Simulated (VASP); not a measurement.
# Os (P6_3/mmc) in VASP: a series of runs, part 2 of 2

VASP 6.6.1. The steps go on from the part before.

### Step 4. Relaxation of cell and atoms, BLYP+D3(BJ)

File INCAR:

```
SYSTEM = Os
PREC = Accurate
ENCUT = 600
EDIFF = 1E-6
ISMEAR = -1
SIGMA = 0.05
LREAL = .False.
LASPH = .True.
NELM = 60
ALGO = Normal
ISIF = 3
LWAVE = .False.
LCHARG = .False.
GGA = B5
ALDAX = 1.0
AGGAX = 1.0
AGGAC = 1.0
ALDAC = 0.0
IVDW = 12
VDW_S6 = 1.0
VDW_S8 = 2.6996
VDW_A1 = 0.4298
VDW_A2 = 4.2359
IBRION = 2
NSW = 80
EDIFFG = -0.01
```

File KPOINTS:

```
regular mesh
0
Gamma
  11 11 6
  0 0 0
```

File POSCAR:

```
Os
1.0
    2.7341000000      0.0000000000      0.0000000000
   -1.3670500000      2.3678000565      0.0000000000
    0.0000000000      0.0000000000      4.3197000000
Os
2
Direct
    0.6666666667      0.3333333333      0.7500000000
    0.3333333333      0.6666666667      0.2500000000
```

Potentials or basis: VASP PAW PBE potentials, release 64 (Os).

The run is started by

```sh
cat potpaw_PBE.64/Os/POTCAR > POTCAR
mpirun -np 1 vasp_std > vasp.out
```

OUTCAR:

```text
SYSTEM = Os
   PREC = Accurate
   ENCUT = 600
   EDIFF = 1E-6
   ISMEAR = -1
   LREAL = .False.
   LASPH = .True.
   NELM = 60
   ISIF = 3
   GGA = B5
   IVDW = 12
   IBRION = 2
   NSW = 80
   EDIFFG = -0.01
 IVDW          = 12

 ion  position               nearest neighbor table
   1  0.667  0.333  0.750-   2 2.68   2 2.68   2 2.68   2 2.68   2 2.68   2 2.68
   2  0.333  0.667  0.250-   1 2.68   1 2.68   1 2.68   1 2.68   1 2.68   1 2.68

  LATTYP: Found a hexagonal cell.
 ALAT       =     2.7341000000
 C/A-ratio  =     1.5799348963

  Lattice vectors:

 A1 = (   2.7341000000,   0.0000000000,   0.0000000000)
 A2 = (  -1.3670500000,   2.3678000565,   0.0000000000)
 A3 = (   0.0000000000,   0.0000000000,   4.3197000000)

Analysis of symmetry for initial positions (statically):
=====================================================================
 Subroutine PRICEL returns:
 Original cell was already a primitive cell.

 Routine SETGRP: Setting up the symmetry group for a
 hexagonal supercell.

 Subroutine GETGRP returns: Found 24 space group operations
 (whereof 12 operations were pure point group operations)
 out of a pool of 24 trial point group operations.

The static configuration has the point symmetry D_3d.
 The point group associated with its full space group is D_6h.

Analysis of symmetry for dynamics (positions and initial velocities):
=====================================================================
 Subroutine PRICEL returns:
 Original cell was already a primitive cell.

 Routine SETGRP: Setting up the symmetry group for a
 hexagonal supercell.

 Subroutine GETGRP returns: Found 24 space group operations
 (whereof 12 operations were pure point group operations)
 out of a pool of 24 trial point group operations.

The dynamic configuration has the point symmetry D_3d.
 The point group associated with its full space group is D_6h.

 Subroutine INISYM returns: Found 24 space group operations
 (whereof 12 operations are pure point group operations),
 and found     1 'primitive' translations

----------------------------------------------------------------------------------------

                                     Primitive cell

  volume of cell :      27.9649

  direct lattice vectors                    reciprocal lattice vectors
     2.734100000  0.000000000  0.000000000     0.365751070  0.211166479  0.000000000
    -1.367050000  2.367800057  0.000000000     0.000000000  0.422332957  0.000000000
     0.000000000  0.000000000  4.319700000     0.000000000  0.000000000  0.231497558

  length of vectors
     2.734100000  2.734100000  4.319700000     0.422332957  0.422332957  0.231497558

  position of ions in fractional coordinates (direct lattice)
     0.666666667  0.333333333  0.750000000
     0.333333333  0.666666667  0.250000000

  ion indices of the primitive-cell ions
   primitive index   ion index
                 1           1
                 2           2

----------------------------------------------------------------------------------------

 KPOINTS: regular mesh

Automatic generation of k-mesh.
 Grid dimensions read from file:
 generate k-points for:   11   11    6

 Generating k-lattice:

  Cartesian coordinates                     Fractional coordinates (reciprocal lattice)
     0.033250097  0.019196953  0.000000000     0.090909091 -0.000000000  0.000000000
     0.000000000  0.038393905  0.000000000     0.000000000  0.090909091  0.000000000
     0.000000000  0.000000000  0.038582926     0.000000000  0.000000000  0.166666667

  Length of vectors
     0.038393905  0.038393905  0.038582926

  Shift w.r.t. Gamma in fractional coordinates (k-lattice)
     0.000000000  0.000000000  0.000000000

 Subroutine IBZKPT returns following result:
 ===========================================

 Found     64 irreducible k-points:

 Following reciprocal coordinates:
            Coordinates               Weight
  0.000000  0.000000  0.000000      1.000000
  0.090909  0.000000  0.000000      6.000000
  0.181818  0.000000  0.000000      6.000000
  0.272727 -0.000000  0.000000      6.000000
  0.363636 -0.000000  0.000000      6.000000
  0.454545  0.000000  0.000000      6.000000
[... 16 lines left out ...]
  0.090909  0.090909  0.166667     12.000000
  0.181818  0.090909  0.166667     24.000000
 [... further k-points ...]
   k-points           NKPTS =     64   k-points in BZ     NKDIM =     64   number of bands    NBANDS=     12
   number of dos      NEDOS =    301   number of ions     NIONS =      2
   total plane-waves  NPLWV =  20736
   dimension x,y,z NGX =    24 NGY =   24 NGZ =   36
   dimension x,y,z NGXF=    48 NGYF=   48 NGZF=   72
   ions per type =               2
   NGX,Y,Z   is equivalent  to a cutoff of  14.59, 14.59, 13.85 a.u.
   NGXF,Y,Z  is equivalent  to a cutoff of  29.19, 29.19, 27.71 a.u.
 SYSTEM =  Os
   PREC   = accura    normal or accurate (medium, high low for compatibility)
   ISTART =      0    job   : 0-new  1-cont  2-samecut
   ICHARG =      2    charge: 1-file 2-atom 10-const
   ISPIN  =      1    spin polarized calculation?
   LNONCOLLINEAR =      F non collinear calculations
   LSORBIT =      F    spin-orbit coupling
   LASPH  =      T    aspherical Exc in radial PAW
   ENCUT  =  600.0 eV  44.10 Ry    6.64 a.u.   5.46  5.46  8.63*2*pi/ulx,y,z
   NELM   =     60;   NELMIN=  2; NELMDL= -5     # of ELM steps
   EDIFF  = 0.1E-05   stopping-criterion for ELM
   LREAL  =      F    real-space projection
   EDIFFG = -.1E-01   stopping-criterion for IOM
   NSW    =     80    number of steps for IOM
   IBRION =      2    ionic relax: 0-MD 1-quasi-New 2-CG
   NFREE  =      1    steps in history (QN), initial steepest desc. (CG)
   ISIF   =      3    stress and relaxation
   ISYM   =      2    0-nonsym 1-usesym 2-fastsym
   POTIM  = 0.5000    time-step for ionic-motion
   TEBEG  =    0.0;   TEEND  =   0.0 temperature during run
   PSTRESS=    0.0 pullay stress
   NELECT =      16.0000    total number of electrons
   NUPDOWN=      -1.0000    fix difference up-down
   EMIN   =  10.00;   EMAX   =-10.00  energy-range for DOS
   EFERMI =   0.00;   METHOD = LEGACY
   ISMEAR =    -1;   SIGMA  =   0.05  broadening in eV -4-tet -1-fermi 0-gaus
   EFERMI_NEDOS =   21; number of points for ismear=-14 and -15
   IALGO  =     38    algorithm
   IMIX   =      4    mixing-type and parameters
     AMIX     =   0.40;   BMIX     =  1.00
     AMIX_MAG =   1.60;   BMIX_MAG =  1.00
  volume/ion in A,a.u.               =      13.98        94.36
  Fermi-wavevector in a.u.,A,eV,Ry     =   1.359076  2.568282 25.131161  1.847088
  Thomas-Fermi vector in A             =   2.485855
   LORBIT       =      0    0 simple, 1 ext, 2 COOP (PROOUT), +10 PAW based schemes
   GGA     = B5    functional components
   LHFCALC =     F    Hartree Fock is set to
   AEXX    =    0.0000 exact exchange contribution
   IVDW    =    12    specifies the selected vdW correction
   LEPSILON=     F    determine dielectric tensor
   LRPA    =     F    only Hartree local field effects (RPA)
 conjugate gradient relaxation of ions
 non-spin polarized calculation
  energy-cutoff  :      600.00
  volume of cell :       27.96
 maximum number of plane-waves:       965
 NGX is ok and might be reduce to    24
   NGX = 11   NGY = 11   NGZ = 17

--------------------------------------- Ionic step        1  -------------------------------------------

 number of electron      16.0000001 magnetization

 Free energy of the ion-electron system (eV)
  ---------------------------------------------------
  ext. energy  EPLUGINS =         0.00000000
  ---------------------------------------------------
  free energy    TOTEN  =       -19.12760821 eV

  energy without entropy =      -19.11365589  energy(sigma->0) =      -19.12063205

 E-fermi :  10.0354     XC(G=0): -13.3461

 val. band max:       10.0095808146   @ k =   0.3636  -0.0000   0.3333
 cond. band min:      10.0934156954   @ k =   0.3636   0.0909   0.3333
 fundamental gap:      0.0838348808
 Fermi energy:        10.0353575236

 k-point     1 :       0.0000    0.0000    0.0000
  band No.  band energies     occupation
      1      -0.6635      2.00000
      2       2.3555      2.00000
      3       7.0160      2.00000
      4       7.0160      2.00000
      5       7.2568      2.00000
      6       7.8477      2.00000
      7       7.8477      2.00000
      8       8.4903      2.00000
      9       8.4903      2.00000
     10      10.4347      0.00068
     11      11.7639      0.00000
     12      11.7639      0.00000
[... 662 lines left out ...]
  energy  without entropy=      -22.2873651988  energy(sigma->0) =      -22.29464081

--------------------------------------- Ionic step        9  -------------------------------------------

 number of electron      16.0000000 magnetization

 Free energy of the ion-electron system (eV)
  ---------------------------------------------------
  ext. energy  EPLUGINS =         0.00000000
  ---------------------------------------------------
  free energy    TOTEN  =       -19.23462564 eV

  energy without entropy =      -19.22011640  energy(sigma->0) =      -19.22737102

 E-fermi :   9.6456     XC(G=0): -13.2015

 val. band max:        9.6191616282   @ k =   0.3636  -0.0000   0.3333
 cond. band min:       9.7017087517   @ k =   0.2727  -0.0000   0.0000
 fundamental gap:      0.0825471235
 Fermi energy:         9.6456497492

 k-point     1 :       0.0000    0.0000    0.0000
  band No.  band energies     occupation
      1      -0.8252      2.00000
      2       2.2076      2.00000
      3       6.7426      2.00000
      4       6.7426      2.00000
      5       6.9757      2.00000
      6       7.5401      2.00000
      7       7.5401      2.00000
      8       8.1534      2.00000
      9       8.1534      2.00000
     10      10.0448      0.00068
     11      11.3092      0.00000
     12      11.3092      0.00000
[... 378 lines left out ...]
  FREE ENERGIE OF THE ION-ELECTRON SYSTEM (eV)
  ---------------------------------------------------
  free  energy   TOTEN  =       -22.3019955694 eV

  energy  without entropy=      -22.2874863246  energy(sigma->0) =      -22.29474095

 reached required accuracy - stopping structural energy minimisation
```

Run time: 2.3 min. Hardware: 1 thread of AMD EPYC 7R13 (Zen 3), shared host; peak memory 0.16 GiB.

What came out:

- Free energy: -22.3020 eV
- Relaxed volume: 14.34 Å³/atom
- Relaxed cell: a = 2.758 Å, b = 2.758 Å, c = 4.356 Å, α = 90.00°, β = 90.00°, γ = 120.00°
- Space group after relaxing (to 0.05 Å): P6_3/mmc (No. 194)
- Energy gained by relaxing: 12.0 meV/atom
- Ionic steps: 9
- Pressure after relaxing: 0.0 GPa
- Band gap on the k mesh: zero (band 8 reaches 11.68 eV, above the bottom of band 9 at 7.94 eV)
- Dispersion energy per atom: -1.534 eV

Step by step:
```
step  energy change (eV)  largest force (eV/Å)  pressure (GPa)  volume (Å³)
   1              0.0000                0.0000           10.89        27.96
   2              0.3575                0.0000          -33.12        31.99
   3             -0.0239                0.0000           -0.55        28.73
   4             -0.0240                0.0000            0.00        28.69
   5             -0.0239                0.0000            0.20        28.68
   6             -0.0240                0.0000            0.17        28.68
   7             -0.0240                0.0000            0.20        28.68
   8             -0.0239                0.0000           -0.57        28.73
   9             -0.0240                0.0000            0.01        28.69
```

Final structure:
```
CELL_PARAMETERS angstrom
2.75788 0.00000 0.00000
-1.37894 2.38839 0.00000
0.00000 0.00000 4.35557
ATOMIC_POSITIONS crystal
Os 0.66667 0.33333 0.75000
Os 0.33333 0.66667 0.25000
```

Caveat: the PAW data sets were made with another functional, which shifts forces and pressure a little; spin-orbit coupling is left out, which moves the levels of the heavy elements; pairwise dispersion overbinds metals, which lowers pressure and volume. Zero-point motion and thermal expansion aren't in these numbers.

### Step 5. Single point, PBE

File INCAR:

```
PREC = Accurate
ENCUT = 520
EDIFF = 1E-6
ISMEAR = 0
SIGMA = 0.026000000000000002
LREAL = F
LASPH = T
NELM = 60
ALGO = Fast
ISIF = 2
LWAVE = F
LCHARG = F
GGA = PE
NBANDS = 15
```

File KPOINTS:

```
Automatic mesh
0
Gamma
  11 11 6
```

POSCAR is that of step 4.

The run is started by

```sh
cat potpaw_PBE.64/Os/POTCAR > POTCAR
mpirun -np 1 vasp_std > vasp.out
```

Wall time 34 s (1 thread of Intel Xeon 8259CL, shared host); peak memory 0.15 GiB.

The run converged. Its results:

```yaml
Free_energy: -22.4681 eV
Pressure: 8.7 GPa
Band_gap_on_the_k_mesh: zero (band 8 reaches 11.57 eV, above the bottom of band 9 at 7.68 eV)
```

Stress tensor (GPa, compression positive):
```
8.65 0.00 0.00
0.00 8.65 0.00
0.00 0.00 8.94
```

Levels at points of the mesh, in eV from the Fermi level:
| k point | band 6 | band 7 | band 8 | band 9 | band 10 | band 11 |
| --- | --- | --- | --- | --- | --- | --- |
| (0.00, 0.00, 0.00) | -2.15 | -2.15 | -1.50 | -1.50 | 0.08 | 1.75 |
| (0.00, 0.00, 0.50) | -3.19 | -3.19 | -3.19 | 0.96 | 0.96 | 0.96 |

Caveat: spin-orbit coupling is left out, which moves the levels of the heavy elements.

### Step 6. Single point, revPBE+D4

File INCAR:

```
SYSTEM = Os
ALGO = Normal
EDIFF = 1E-7
ENCUT = 520
GGA = RE
ISIF = 2
ISMEAR = -1
IVDW = 13
LASPH = .True.
LCHARG = .False.
LREAL = .False.
LWAVE = .False.
NBANDS = 15
NELM = 60
PREC = Accurate
SIGMA = 0.05
```

File KPOINTS:

```
k-points
0
Gamma
  11 11 6
  0 0 0
```

File POSCAR:

```
Os
1.0
    2.7336538112      0.0000000000      0.0000000000
   -1.3668269056      2.3674136457      0.0000000000
    0.0000000000      0.0000000000      4.3226374413
Os
2
Direct
    0.6666666667      0.3333333333      0.7500000000
    0.3333333333      0.6666666667      0.2500000000
```

Potentials or basis: VASP PAW PBE potentials, release 64 (Os).

The run is started by

```sh
cat potpaw_PBE.64/Os/POTCAR > POTCAR
mpirun -np 1 vasp_std > vasp.out
```

Run time: 34 s. Hardware: 1 thread of Intel Xeon 8259CL, shared host; peak memory 0.15 GiB.

It converged, with:

```yaml
Free_energy: -23.5227 eV
Pressure: -0.1 GPa
Band_gap_on_the_k_mesh: zero (band 8 reaches 11.62 eV, above the bottom of band 9 at 7.74 eV)
Dispersion_energy_per_atom: -1.048 eV
```

Stress tensor (GPa, compression positive):
```
-0.08  0.00  0.00
 0.00 -0.08  0.00
 0.00  0.00 -0.25
```

Levels at points of the mesh, in eV from the Fermi level:
| k point | band 4 | band 5 | band 6 | band 7 | band 8 | band 9 | band 10 | band 11 | band 12 | band 13 |
| --- | --- | --- | --- | --- | --- | --- | --- | --- | --- | --- |
| (0.00, 0.00, 0.00) | -3.00 | -2.76 | -2.17 | -2.17 | -1.51 | -1.51 | 0.05 | 1.73 | 1.73 | 9.12 |
| (0.00, 0.00, 0.50) | -3.53 | -3.20 | -3.20 | -3.20 | -3.20 | 0.94 | 0.94 | 0.94 | 0.94 | 13.77 |

Caveat: the PAW data sets were made with another functional, which shifts forces and pressure a little; spin-orbit coupling is left out, which moves the levels of the heavy elements; pairwise dispersion overbinds metals, which lowers pressure and volume.

### Step 7. Overview

```tsv
task	level	cell	cutoff (eV)	smearing	gap on the mesh (eV)	pressure (GPa)
single point	PBE	a = 2.734, b = 2.734, c = 4.320 Å, angles 90.0, 90.0, 120.0°, 2 atoms	520	gaussian 0.028 eV	none	8.8
single point	BLYP+D3(BJ)	a = 2.750, b = 2.750, c = 4.343 Å, angles 90.0, 90.0, 120.0°, 2 atoms	520	fermi-dirac 0.05 eV	none	3.5
relaxation of cell and atoms	BLYP+D3(BJ)	relaxed from a = 2.734, b = 2.734, c = 4.320 Å, angles 90.0, 90.0, 120.0°, 2 atoms	600	fermi-dirac 0.05 eV	none	0.0
single point	PBE	a = 2.734, b = 2.734, c = 4.320 Å, angles 90.0, 90.0, 120.0°, 2 atoms	520	gaussian 0.026 eV	none	8.7
single point	revPBE+D4	a = 2.734, b = 2.734, c = 4.323 Å, angles 90.0, 90.0, 120.0°, 2 atoms	520	fermi-dirac 0.05 eV	none	-0.1
```

Alike in all rows: potentials or basis VASP PAW PBE potentials, release 64 (Os); no spin polarisation; k mesh 11 × 11 × 6.

Caveats: spin-orbit coupling is left out, which moves the levels of the heavy elements; the PAW data sets were made with another functional, which shifts forces and pressure a little (some runs); pairwise dispersion overbinds metals, which lowers pressure and volume (some runs).

Absolute energies hang on the potentials; compare differences alone.
